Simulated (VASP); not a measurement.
# KRu4 (I4/m) in VASP: single point with PBE

Aim: the single point of KRu4 with PBE.

Program: VASP 6.6.1. These are calculated values, not measurements. Logs are shortened: lines on timing, memory, paths and dates and some standing lists are left out, and cuts for length are marked.

**1. The cell of the first run**

It takes space group I4/m (No. 87, tetragonal). The conventional cell has a = 6.594 Å, b = 6.594 Å, c = 3.820 Å, α = 90.00°, β = 90.00°, γ = 90.00°. K (site symmetry 4/m) has 12 Ru at 2.92 to 2.95 Å and 2 K at 3.82 Å within 3.9 Å. Within 3.4 Å of Ru (site symmetry m) lie 9 Ru at 2.57 to 3.18 Å and 3 K at 2.92 to 2.95 Å.

The cell was generated, and may not be a known phase.

**2. Single point, PBE**

INCAR reads:

```
SYSTEM = KRu4
ALGO     = Fast           ! electronic algorithm
EDIFF    = 1E-6           ! SCF threshold, eV
ENCUT    = 520            ! plane-wave cutoff, eV
GGA      = PE             ! functional
ISIF     = 2              ! what is computed and relaxed
ISMEAR   = 0              ! smearing method
LASPH    = .TRUE.         ! aspherical terms in the spheres
LCHARG   = .TRUE.         ! write CHGCAR
LELF     = .TRUE.         ! ELF
LREAL    = .FALSE.        ! projectors in reciprocal space
LVHAR    = .TRUE.       
LWAVE    = .FALSE.        ! write WAVECAR
NBANDS   = 40             ! bands
NELM     = 100            ! most SCF steps
PREC     = Accurate       ! precision mode
SIGMA    = 0.1            ! smearing width, eV
```

KPOINTS reads:

```
k-points
0
G
  12 12 12
  0 0 0
```

POSCAR reads:

```
KRu4
1.0
   -3.2969726257      3.2969726257      1.9097629515
    3.2969726257     -3.2969726257      1.9097629515
    3.2969726257      3.2969726257     -1.9097629515
K Ru
1 4
Direct
    0.0000000000      0.0000000000      0.0000000000
    0.4079609052      0.1717971366      0.5797580418
    0.1717971366      0.5920390948      0.7638362313
    0.5920390948      0.8282028634      0.4202419582
    0.8282028634      0.4079609052      0.2361637687
```

Potentials or basis: VASP PAW PBE potentials, release 64 (K_sv, Ru_pv).

The run is started by

```
cat potpaw_PBE.64/K_sv/POTCAR potpaw_PBE.64/Ru_pv/POTCAR > POTCAR
mpirun -np 1 vasp_std > vasp.out
```

OUTCAR:

```text
SYSTEM = KRu4
   EDIFF = 1E-6
   ENCUT = 520
   GGA = PE
   ISIF = 2
   ISMEAR = 0
   LASPH = .TRUE.
   LREAL = .FALSE.
   NELM = 100
   PREC = Accurate

 ion  position               nearest neighbor table
   1  0.000  0.000  0.000-   2 2.92   4 2.92   5 2.92   3 2.92   4 2.95   2 2.95   4 2.95   2 2.95
                             3 2.95   5 2.95   3 2.95   5 2.95
   2  0.408  0.172  0.580-   4 2.57   5 2.64   3 2.64   5 2.64   3 2.64   1 2.92   1 2.95   1 2.95
                             4 3.01   4 3.01   3 3.18   5 3.18
   3  0.172  0.592  0.764-   5 2.57   4 2.64   2 2.64   4 2.64   2 2.64   1 2.92   1 2.95   1 2.95
                             5 3.01   5 3.01   2 3.18   4 3.18
   4  0.592  0.828  0.420-   2 2.57   3 2.64   5 2.64   3 2.64   5 2.64   1 2.92   1 2.95   1 2.95
                             2 3.01   2 3.01   5 3.18   3 3.18
   5  0.828  0.408  0.236-   3 2.57   2 2.64   4 2.64   2 2.64   4 2.64   1 2.92   1 2.95   1 2.95
                             3 3.01   3 3.01   4 3.18   2 3.18

  LATTYP: Found a body centered tetragonal cell.
 ALAT       =     6.5939452514
 C/A-ratio  =     0.5792474395

  Lattice vectors:

 A1 = (  -3.2969726257,   3.2969726257,   1.9097629515)
 A2 = (   3.2969726257,  -3.2969726257,   1.9097629515)
 A3 = (   3.2969726257,   3.2969726257,  -1.9097629515)

Analysis of symmetry for initial positions (statically):
=====================================================================
 Subroutine PRICEL returns:
 Original cell was already a primitive cell.

 Routine SETGRP: Setting up the symmetry group for a
 body centered tetragonal supercell.

 Subroutine GETGRP returns: Found  8 space group operations
 (whereof  8 operations were pure point group operations)
 out of a pool of 16 trial point group operations.

The static configuration has the point symmetry C_4h.

Analysis of symmetry for dynamics (positions and initial velocities):
=====================================================================
 Subroutine PRICEL returns:
 Original cell was already a primitive cell.

 Routine SETGRP: Setting up the symmetry group for a
 body centered tetragonal supercell.

 Subroutine GETGRP returns: Found  8 space group operations
 (whereof  8 operations were pure point group operations)
 out of a pool of 16 trial point group operations.

The dynamic configuration has the point symmetry C_4h.

 Subroutine INISYM returns: Found  8 space group operations
 (whereof  8 operations are pure point group operations),
 and found     1 'primitive' translations

[... 105 lines left out ...]
   NFREE  =      0    steps in history (QN), initial steepest desc. (CG)
   ISIF   =      2    stress and relaxation
   ISYM   =      2    0-nonsym 1-usesym 2-fastsym
   POTIM  = 0.5000    time-step for ionic-motion
   TEBEG  =    0.0;   TEEND  =   0.0 temperature during run
   PSTRESS=    0.0 pullay stress
   NELECT =      65.0000    total number of electrons
   NUPDOWN=      -1.0000    fix difference up-down
   EMIN   =  10.00;   EMAX   =-10.00  energy-range for DOS
   EFERMI =   0.00;   METHOD = LEGACY
   ISMEAR =     0;   SIGMA  =   0.10  broadening in eV -4-tet -1-fermi 0-gaus
   EFERMI_NEDOS =   21; number of points for ismear=-14 and -15
   IALGO  =     68    algorithm
   IMIX   =      4    mixing-type and parameters
     AMIX     =   0.40;   BMIX     =  1.00
     AMIX_MAG =   1.60;   BMIX_MAG =  1.00
  volume/ion in A,a.u.               =      16.61       112.07
  Fermi-wavevector in a.u.,A,eV,Ry     =   1.508768  2.851159 30.972057  2.276382
  Thomas-Fermi vector in A             =   2.619179
   LORBIT       =      0    0 simple, 1 ext, 2 COOP (PROOUT), +10 PAW based schemes
   GGA     = PE    functional components
   LHFCALC =     F    Hartree Fock is set to
   AEXX    =    0.0000 exact exchange contribution
   IVDW    =     0    specifies the selected vdW correction
   LEPSILON=     F    determine dielectric tensor
   LRPA    =     F    only Hartree local field effects (RPA)
 non-spin polarized calculation
 RMM-DIIS sequential band-by-band and
 Gauss-broadening in eV      SIGMA  =   0.10
  energy-cutoff  :      520.00
  volume of cell :       83.04
 maximum number of plane-waves:      2275
 NGX is ok and might be reduce to    40
   NGX = 19   NGY = 19   NGZ = 19

 number of electron      65.0000002 magnetization

 Free energy of the ion-electron system (eV)
  ---------------------------------------------------
  ext. energy  EPLUGINS =         0.00000000
  ---------------------------------------------------
  free energy    TOTEN  =       -31.90275247 eV

  energy without entropy =      -31.86397693  energy(sigma->0) =      -31.88336470

 E-fermi :   8.3940     XC(G=0): -12.3977

 val. band max:        8.3937186267   @ k =  -0.3333  -0.4167   0.3333
 cond. band min:       8.3941893108   @ k =   0.5000   0.1667   0.0000
 fundamental gap:      0.0004706842
 Fermi energy:         8.3940451303

 k-point     1 :       0.0000    0.0000    0.0000
  band No.  band energies     occupation
      1     -34.4970      2.00000
      2     -34.4025      2.00000
      3     -34.1979      2.00000
      4     -34.1138      2.00000
      5     -34.1138      2.00000
      6     -34.0541      2.00000
[... 1021 lines left out ...]
     39      12.2212      0.00000
     40      13.9257      0.00000

 [... further k-points ...]

------------------------ aborting loop because EDIFF is reached ----------------------------------------

  FORCE on cell =-STRESS in cart. coord.  units (eV):
  Direction    XX          YY          ZZ          XY          YZ          ZX
  --------------------------------------------------------------------------------------
  -------------------------------------------------------------------------------------
  Total        0.1583136      0.1583136      0.1201719     -0.0000002      0.0000000     -0.0000000
  in kB        3.0546305      3.0546305      2.3186940     -0.0000030      0.0000000     -0.0000000
  external PRESSURE =       2.8093183 kB  Pullay stress =       0.0000000 kB

 VOLUME and BASIS-vectors are now :
 -----------------------------------------------------------------------------
  energy-cutoff  :      520.00
  volume of cell :       83.04
      direct lattice vectors                 reciprocal lattice vectors
    -3.296972626  3.296972626  1.909762952     0.000000000  0.151654277  0.261812598
     3.296972626 -3.296972626  1.909762952     0.151654277  0.000000000  0.261812598
     3.296972626  3.296972626 -1.909762952     0.151654277  0.151654277  0.000000000

 POSITION                                       TOTAL-FORCE (eV/Angst)
 -----------------------------------------------------------------------------------
      0.00000      0.00000      0.00000         0.000000      0.000000     -0.000000
      1.13282      2.69007      0.00000        -0.007626      0.004729     -0.000000
      3.90387      1.13282      0.00000        -0.004729     -0.007626      0.000000
      2.16415      0.60690      1.90976         0.007626     -0.004729     -0.000000
     -0.60690      2.16415      1.90976         0.004729      0.007626     -0.000000
 -----------------------------------------------------------------------------------
    total drift:                                0.000000     -0.000000     -0.000000

  FREE ENERGIE OF THE ION-ELECTRON SYSTEM (eV)
  ---------------------------------------------------
  free  energy   TOTEN  =       -31.9027524668 eV

  energy  without entropy=      -31.8639769331  energy(sigma->0) =      -31.88336470
```

OSZICAR:

```text
N       E                     dE             d eps       ncg     rms          rms(c)
DAV:   1     0.776631470741E+03    0.77663E+03   -0.38798E+04 19384   0.173E+03
DAV:   2    -0.687246422973E+01   -0.78350E+03   -0.76081E+03 21072   0.540E+02
DAV:   3    -0.329136754459E+02   -0.26041E+02   -0.24678E+02 23656   0.991E+01
DAV:   4    -0.338927230274E+02   -0.97905E+00   -0.97673E+00 29536   0.138E+01
DAV:   5    -0.339058303343E+02   -0.13107E-01   -0.13105E-01 23184   0.158E+00    0.245E+01
RMM:   6    -0.319538642792E+02    0.19520E+01   -0.68911E+00 19373   0.152E+01    0.843E+00
RMM:   7    -0.319098889040E+02    0.43975E-01   -0.11424E+00 20445   0.401E+00    0.401E+00
RMM:   8    -0.319016425036E+02    0.82464E-02   -0.15377E-01 20755   0.212E+00    0.109E+00
RMM:   9    -0.319028045749E+02   -0.11621E-02   -0.44618E-02 24154   0.107E+00    0.269E-01
RMM:  10    -0.319023543884E+02    0.45019E-03   -0.94769E-03 23606   0.543E-01    0.924E-02
RMM:  11    -0.319026355368E+02   -0.28115E-03   -0.34103E-03 28223   0.228E-01    0.412E-02
RMM:  12    -0.319027034409E+02   -0.67904E-04   -0.87618E-04 30589   0.114E-01    0.213E-02
RMM:  13    -0.319027298636E+02   -0.26423E-04   -0.29847E-04 31689   0.610E-02    0.125E-02
RMM:  14    -0.319027430116E+02   -0.13148E-04   -0.12443E-04 30536   0.342E-02    0.515E-03
RMM:  15    -0.319027484422E+02   -0.54306E-05   -0.52881E-05 26884   0.214E-02    0.285E-03
RMM:  16    -0.319027509000E+02   -0.24579E-05   -0.23958E-05 19639   0.133E-02    0.117E-03
RMM:  17    -0.319027520432E+02   -0.11432E-05   -0.11064E-05 17945   0.906E-03    0.103E-03
RMM:  18    -0.319027524668E+02   -0.42360E-06   -0.51474E-06 15912   0.665E-03
   1 F= -.31902752E+02 E0= -.31883365E+02  d E =-.387755E-01
```

It took 13 min on 1 thread of Intel Xeon Platinum 8488C (Sapphire Rapids), shared host; peak memory 0.7 GiB.

What came out:

```
Free energy            : -31.9028 eV
Pressure               : 0.3 GPa
Largest force          : 0.009 eV/Å
Band gap on the k mesh : zero (an odd number of electrons rules out a gap without spin polarisation)
```

Forces in eV/Å, atoms in the order of the input:
```
K    0.000  0.000  0.000
Ru  -0.008  0.005  0.000
Ru  -0.005 -0.008  0.000
Ru   0.008 -0.005  0.000
Ru   0.005  0.008  0.000
```

Levels at points of the mesh, in eV from the Fermi level:
| k point | band 30 | band 31 | band 32 | band 33 | band 34 | band 35 | band 36 | band 37 |
| --- | --- | --- | --- | --- | --- | --- | --- | --- |
| (0.00, 0.00, 0.00) | -0.84 | -0.84 | -0.37 | -0.02 | 0.26 | 0.26 | 1.26 | 1.81 |
| (0.50, 0.00, 0.00) | -1.12 | -0.96 | -0.68 | 0.11 | 0.37 | 0.81 | 1.19 | 1.39 |
| (0.50, 0.50, 0.00) | -0.57 | -0.48 | -0.14 | 0.05 | 0.16 | 0.59 | 1.28 | 1.43 |
| (0.50, 0.50, 0.50) | -0.17 | 0.13 | 0.52 | 0.52 | 0.65 | 1.05 | 1.05 | 1.37 |
